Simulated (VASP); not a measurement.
# NaH in VASP: notebook

NaH is run at these levels: PBE; tasks: single point.

Program: VASP 6.6.1. These are calculated values, not measurements. Logs are shortened: lines on timing, memory, paths and dates and some standing lists are left out, and cuts for length are marked.

### Step 1. The cell of the first run

The structure is tetragonal, space group I4/mmm (No. 139). The conventional cell has a = 3.537 Å, b = 3.537 Å, c = 5.124 Å, α = 90.00°, β = 90.00°, γ = 90.00°. Within 3.3 Å of Na (site symmetry 4/mmm) lie 6 H at 2.50 to 2.56 Å. H (site symmetry 4/mmm) has 6 Na at 2.50 to 2.56 Å within 3.3 Å.

### Step 2. Single point, PBE (strain +0.025 along x and y, +0.050 along z)

Input file INCAR:

```
SYSTEM = NaH
ALGO = Normal ; EDIFF = 1E-6
ENCUT = 520 ; GGA = PE
ISIF = 2 ; ISMEAR = 0
LASPH = .True. ; LCHARG = .False.
LREAL = .False. ; LWAVE = .False.
NBANDS = 11 ; NELM = 100
PREC = Accurate ; SIGMA = 0.05
```

Input file KPOINTS:

```
k-points
0
Gamma
  8 8 8
  0 0 0
```

Input file POSCAR:

```
NaH
1.0
    0.0000000000      2.5010000000      2.5620000000
    2.5010000000      0.0000000000      2.5620000000
    2.5010000000      2.5010000000      0.0000000000
Na H
1 1
Direct
    0.0000000000      0.0000000000      0.0000000000
    0.5000000000      0.5000000000      0.5000000000
```

Potentials or basis: VASP PAW PBE potentials, release 64 (Na_pv, H).

On the command line:

```bash
$ cat potpaw_PBE.64/Na_pv/POTCAR potpaw_PBE.64/H/POTCAR > POTCAR
$ mpirun -np 1 vasp_std > vasp.out
```

OUTCAR:

```text
SYSTEM = NaH
   EDIFF = 1E-6
   ENCUT = 520
   GGA = PE
   ISIF = 2
   ISMEAR = 0
   LASPH = .True.
   LREAL = .False.
   NELM = 100
   PREC = Accurate

 ion  position               nearest neighbor table
   1  0.000  0.000  0.000-
   2  0.500  0.500  0.500-

  LATTYP: Found a body centered tetragonal cell.
 ALAT       =     3.5369481195
 C/A-ratio  =     1.4487065761

  Lattice vectors:

 A1 = (  -2.5010000000,   0.0000000000,   2.5620000000)
 A2 = (   2.5010000000,   0.0000000000,   2.5620000000)
 A3 = (   0.0000000000,   2.5010000000,  -2.5620000000)

Analysis of symmetry for initial positions (statically):
=====================================================================
 Subroutine PRICEL returns:
 Original cell was already a primitive cell.

 Routine SETGRP: Setting up the symmetry group for a
 body centered tetragonal supercell.

 Subroutine GETGRP returns: Found 16 space group operations
 (whereof 16 operations were pure point group operations)
 out of a pool of 16 trial point group operations.

The static configuration has the point symmetry D_4h.

Analysis of symmetry for dynamics (positions and initial velocities):
=====================================================================
 Subroutine PRICEL returns:
 Original cell was already a primitive cell.

 Routine SETGRP: Setting up the symmetry group for a
 body centered tetragonal supercell.

 Subroutine GETGRP returns: Found 16 space group operations
 (whereof 16 operations were pure point group operations)
 out of a pool of 16 trial point group operations.

The dynamic configuration has the point symmetry D_4h.

 Subroutine INISYM returns: Found 16 space group operations
 (whereof 16 operations are pure point group operations),
 and found     1 'primitive' translations

----------------------------------------------------------------------------------------

                                     Primitive cell

  volume of cell :      32.0506

  direct lattice vectors                    reciprocal lattice vectors
     0.000000000  2.501000000  2.562000000    -0.199920032  0.199920032  0.195160031
     2.501000000  0.000000000  2.562000000     0.199920032 -0.199920032  0.195160031
     2.501000000  2.501000000  0.000000000     0.199920032  0.199920032 -0.195160031

  length of vectors
     3.580341464  3.580341464  3.536948119     0.343545450  0.343545450  0.343545450

  position of ions in fractional coordinates (direct lattice)
     0.000000000  0.000000000  0.000000000
     0.500000000  0.500000000  0.500000000

  ion indices of the primitive-cell ions
   primitive index   ion index
                 1           1
                 2           2

----------------------------------------------------------------------------------------

 KPOINTS: k-points

Automatic generation of k-mesh.
 Grid dimensions read from file:
 generate k-points for:    8    8    8

 Generating k-lattice:

  Cartesian coordinates                     Fractional coordinates (reciprocal lattice)
    -0.024990004  0.024990004  0.024395004     0.125000000 -0.000000000  0.000000000
     0.024990004 -0.024990004  0.024395004    -0.000000000  0.125000000  0.000000000
     0.024990004  0.024990004 -0.024395004     0.000000000  0.000000000  0.125000000

  Length of vectors
     0.042943181  0.042943181  0.042943181

  Shift w.r.t. Gamma in fractional coordinates (k-lattice)
     0.000000000  0.000000000  0.000000000

 Subroutine IBZKPT returns following result:
 ===========================================

 Found     59 irreducible k-points:

 Following reciprocal coordinates:
            Coordinates               Weight
  0.000000  0.000000  0.000000      1.000000
  0.125000  0.000000  0.000000      8.000000
  0.250000  0.000000  0.000000      8.000000
  0.375000  0.000000  0.000000      8.000000
  0.500000  0.000000  0.000000      4.000000
  0.125000  0.125000  0.000000      2.000000
[... 16 lines left out ...]
  0.250000  0.000000  0.125000     16.000000
  0.375000  0.000000  0.125000     16.000000
 [... further k-points ...]
   k-points           NKPTS =     59   k-points in BZ     NKDIM =     59   number of bands    NBANDS=     11
   number of dos      NEDOS =    301   number of ions     NIONS =      2
   total plane-waves  NPLWV =  21952
   dimension x,y,z NGX =    28 NGY =   28 NGZ =   28
   dimension x,y,z NGXF=    56 NGYF=   56 NGZF=   56
   ions per type =               1   1
   NGX,Y,Z   is equivalent  to a cutoff of  13.00, 13.00, 13.16 a.u.
   NGXF,Y,Z  is equivalent  to a cutoff of  26.00, 26.00, 26.32 a.u.
 SYSTEM =  NaH
   PREC   = accura    normal or accurate (medium, high low for compatibility)
   ISTART =      0    job   : 0-new  1-cont  2-samecut
   ICHARG =      2    charge: 1-file 2-atom 10-const
   ISPIN  =      1    spin polarized calculation?
   LNONCOLLINEAR =      F non collinear calculations
   LSORBIT =      F    spin-orbit coupling
   LASPH  =      T    aspherical Exc in radial PAW
   ENCUT  =  520.0 eV  38.22 Ry    6.18 a.u.   6.66  6.66  6.58*2*pi/ulx,y,z
   NELM   =    100;   NELMIN=  2; NELMDL= -5     # of ELM steps
   EDIFF  = 0.1E-05   stopping-criterion for ELM
   LREAL  =      F    real-space projection
   EDIFFG = 0.1E-04   stopping-criterion for IOM
   NSW    =      0    number of steps for IOM
   IBRION =     -1    ionic relax: 0-MD 1-quasi-New 2-CG
   NFREE  =      0    steps in history (QN), initial steepest desc. (CG)
   ISIF   =      2    stress and relaxation
   ISYM   =      2    0-nonsym 1-usesym 2-fastsym
   POTIM  = 0.5000    time-step for ionic-motion
   TEBEG  =    0.0;   TEEND  =   0.0 temperature during run
   PSTRESS=    0.0 pullay stress
   NELECT =       8.0000    total number of electrons
   NUPDOWN=      -1.0000    fix difference up-down
   EMIN   =  10.00;   EMAX   =-10.00  energy-range for DOS
   EFERMI =   0.00;   METHOD = LEGACY
   ISMEAR =     0;   SIGMA  =   0.05  broadening in eV -4-tet -1-fermi 0-gaus
   EFERMI_NEDOS =   21; number of points for ismear=-14 and -15
   IALGO  =     38    algorithm
   IMIX   =      4    mixing-type and parameters
     AMIX     =   0.40;   BMIX     =  1.00
     AMIX_MAG =   1.60;   BMIX_MAG =  1.00
  volume/ion in A,a.u.               =      16.03       108.14
  Fermi-wavevector in a.u.,A,eV,Ry     =   1.030764  1.947862 14.455848  1.062475
  Thomas-Fermi vector in A             =   2.164879
   LORBIT       =      0    0 simple, 1 ext, 2 COOP (PROOUT), +10 PAW based schemes
   GGA     = PE    functional components
   LHFCALC =     F    Hartree Fock is set to
   AEXX    =    0.0000 exact exchange contribution
   IVDW    =     0    specifies the selected vdW correction
   LEPSILON=     F    determine dielectric tensor
   LRPA    =     F    only Hartree local field effects (RPA)
 non-spin polarized calculation
 Gauss-broadening in eV      SIGMA  =   0.05
  energy-cutoff  :      520.00
  volume of cell :       32.05
 maximum number of plane-waves:       889
   NGX = 13   NGY = 13   NGZ = 13

 number of electron       7.9999992 magnetization

 Free energy of the ion-electron system (eV)
  ---------------------------------------------------
  ext. energy  EPLUGINS =         0.00000000
  ---------------------------------------------------
  free energy    TOTEN  =        -5.05665690 eV

  energy without entropy =       -5.05665690  energy(sigma->0) =       -5.05665690

 E-fermi :  -1.2141     XC(G=0):  -7.3533

 val. band max:       -1.4664108585   @ k =  -0.2500   0.2500   0.5000
 cond. band min:       2.0677565580   @ k =   0.5000   0.0000   0.0000
 fundamental gap:      3.5341674165
 Fermi energy:        -1.2140988122

 k-point     1 :       0.0000    0.0000    0.0000
  band No.  band energies     occupation
      1     -23.8320      2.00000
      2     -23.8237      2.00000
      3     -23.8237      2.00000
      4      -4.7577      2.00000
      5       7.8548      0.00000
      6      13.1191      0.00000
      7      13.2349      0.00000
      8      13.2349      0.00000
      9      13.7588      0.00000
     10      13.7589      0.00000
     11      13.7660      0.00000

 k-point     2 :       0.1250    0.0000    0.0000
  band No.  band energies     occupation
      1     -23.8372      2.00000
      2     -23.8285      2.00000
      3     -23.8246      2.00000
      4      -4.5160      2.00000
      5       7.1285      0.00000
      6      10.6709      0.00000
      7      12.2857      0.00000
      8      12.4189      0.00000
      9      14.8178      0.00000
     10      14.8475      0.00000
     11      14.8753      0.00000

 k-point     3 :       0.2500    0.0000    0.0000
  band No.  band energies     occupation
      1     -23.8568      2.00000
      2     -23.8331      2.00000
      3     -23.8269      2.00000
      4      -3.8285      2.00000
      5       5.1581      0.00000
      6       9.1956      0.00000
      7      11.5262      0.00000
      8      11.7490      0.00000
      9      14.5179      0.00000
     10      14.9546      0.00000
     11      15.8900      0.00000

 k-point     4 :       0.3750    0.0000    0.0000
  band No.  band energies     occupation
      1     -23.8775      2.00000
      2     -23.8364      2.00000
      3     -23.8292      2.00000
      4      -2.8674      2.00000
      5       3.0684      0.00000
      6       8.6084      0.00000
      7      11.0960      0.00000
      8      11.3968      0.00000
      9      13.6913      0.00000
     10      14.1037      0.00000
     11      16.0345      0.00000
[... 239 lines left out ...]
 k-point    22 :       0.1250    0.0000    0.1250
  band No.  band energies     occupation
      1     -23.8349      2.00000
      2     -23.8323      2.00000
      3     -23.8271      2.00000
      4      -4.4316      2.00000
      5       7.0423      0.00000
      6      11.1417      0.00000
      7      11.2051      0.00000
      8      11.3156      0.00000
      9      14.3213      0.00000
     10      15.6758      0.00000
     11      16.4795      0.00000

 k-point    23 :       0.2500    0.0000    0.1250
  band No.  band energies     occupation
      1     -23.8499      2.00000
      2     -23.8362      2.00000
      3     -23.8295      2.00000
      4      -3.8919      2.00000
      5       5.7579      0.00000
      6       8.9064      0.00000
      7      10.4247      0.00000
      8      12.3234      0.00000
      9      13.3953      0.00000
     10      15.2717      0.00000
     11      16.8801      0.00000

 k-point    24 :       0.3750    0.0000    0.1250
  band No.  band energies     occupation
      1     -23.8702      2.00000
      2     -23.8391      2.00000
      3     -23.8323      2.00000
      4      -3.0123      2.00000
      5       3.8212      0.00000
      6       7.7648      0.00000
      7      10.1092      0.00000
      8      11.9256      0.00000
      9      13.4566      0.00000
     10      15.6762      0.00000
     11      16.1691      0.00000

 [... further k-points ...]
[... 5 lines left out ...]
  --------------------------------------------------------------------------------------
  -------------------------------------------------------------------------------------
  Total       -0.4490630     -0.4490630     -0.5209847      0.0000000      0.0000000     -0.0000000
  in kB      -22.4481888    -22.4481888    -26.0434817      0.0000000      0.0000000     -0.0000000
  external PRESSURE =     -23.6466198 kB  Pullay stress =       0.0000000 kB

 VOLUME and BASIS-vectors are now :
 -----------------------------------------------------------------------------
  energy-cutoff  :      520.00
  volume of cell :       32.05
      direct lattice vectors                 reciprocal lattice vectors
     0.000000000  2.501000000  2.562000000    -0.199920032  0.199920032  0.195160031
     2.501000000  0.000000000  2.562000000     0.199920032 -0.199920032  0.195160031
     2.501000000  2.501000000  0.000000000     0.199920032  0.199920032 -0.195160031

 POSITION                                       TOTAL-FORCE (eV/Angst)
 -----------------------------------------------------------------------------------
      0.00000      0.00000      0.00000        -0.000000      0.000000      0.000000
      2.50100      2.50100      2.56200         0.000000     -0.000000      0.000000
 -----------------------------------------------------------------------------------
    total drift:                               -0.000000     -0.000000     -0.000000

  FREE ENERGIE OF THE ION-ELECTRON SYSTEM (eV)
  ---------------------------------------------------
  free  energy   TOTEN  =        -5.0566568996 eV

  energy  without entropy=       -5.0566568996  energy(sigma->0) =       -5.05665690
```

Wall time 8.3 s (1 thread of Intel Xeon 6975P-C (Granite Rapids), shared host); peak memory 0.15 GiB.

What came out:

| Quantity | Value |
| --- | --- |
| Free energy | -5.0567 eV |
| Pressure | -2.4 GPa |
| Band gap on the k mesh | 3.53 eV, indirect (least direct gap 4.34 eV) |

Caveat: the cell differs from its parent crystal (strain +0.025 along x and y, +0.050 along z). A k mesh can miss the band edges.

### Step 3. Single point, PBE (strain +0.050 along x and y, +0.025 along z)

Input file INCAR:

```
PREC = Accurate
ENCUT = 520
EDIFF = 1E-7
ISMEAR = 0
SIGMA = 0.05
LREAL = False
LASPH = True
NELM = 100
ALGO = Normal
ISIF = 2
LWAVE = False
LCHARG = False
GGA = PE
NBANDS = 11
```

Input file KPOINTS:

```
regular mesh
0
Gamma
  8 8 8
```

Input file POSCAR:

```
NaH
1.0
    0.0000000000      2.5620000000      2.5010000000
    2.5620000000      0.0000000000      2.5010000000
    2.5620000000      2.5620000000      0.0000000000
Na H
1 1
Direct
    0.0000000000      0.0000000000      0.0000000000
    0.5000000000      0.5000000000      0.5000000000
```

Potentials or basis: VASP PAW PBE potentials, release 64 (Na_pv, H).

On the command line:

```bash
$ cat potpaw_PBE.64/Na_pv/POTCAR potpaw_PBE.64/H/POTCAR > POTCAR
$ mpirun -np 1 vasp_std > vasp.out
```

Wall time 8.5 s (1 thread of Intel Xeon 6975P-C (Granite Rapids), shared host); peak memory 0.15 GiB.

It converged, with:

- Free energy: -5.0446 eV
- Pressure: -2.7 GPa
- Band gap on the k mesh: 3.51 eV, indirect (least direct gap 4.29 eV)

Stress tensor (GPa, compression positive):
```
-2.79  0.00  0.00
 0.00 -2.79  0.00
 0.00  0.00 -2.47
```

Levels at points of the mesh, in eV from the valence-band top:
| k point | band 1 | band 2 | band 3 | band 4 | band 5 | band 6 | band 7 | band 8 |
| --- | --- | --- | --- | --- | --- | --- | --- | --- |
| (0.00, 0.00, 0.00) | -22.40 | -22.40 | -22.39 | -3.22 | 9.14 | 14.47 | 14.47 | 14.58 |
| (0.50, 0.00, 0.00) | -22.45 | -22.41 | -22.40 | -0.78 | 3.51 | 9.77 | 12.31 | 12.62 |
| (0.50, 0.50, 0.00) | -22.44 | -22.42 | -22.42 | -0.08 | 4.52 | 9.33 | 9.59 | 9.59 |
| (0.50, 0.00, 0.50) | -22.45 | -22.41 | -22.41 | -0.19 | 4.27 | 9.55 | 9.85 | 9.89 |

Caveat: the cell differs from its parent crystal (strain +0.050 along x and y, +0.025 along z). A k mesh can miss the band edges.

(Continued in part 2 of 2.)
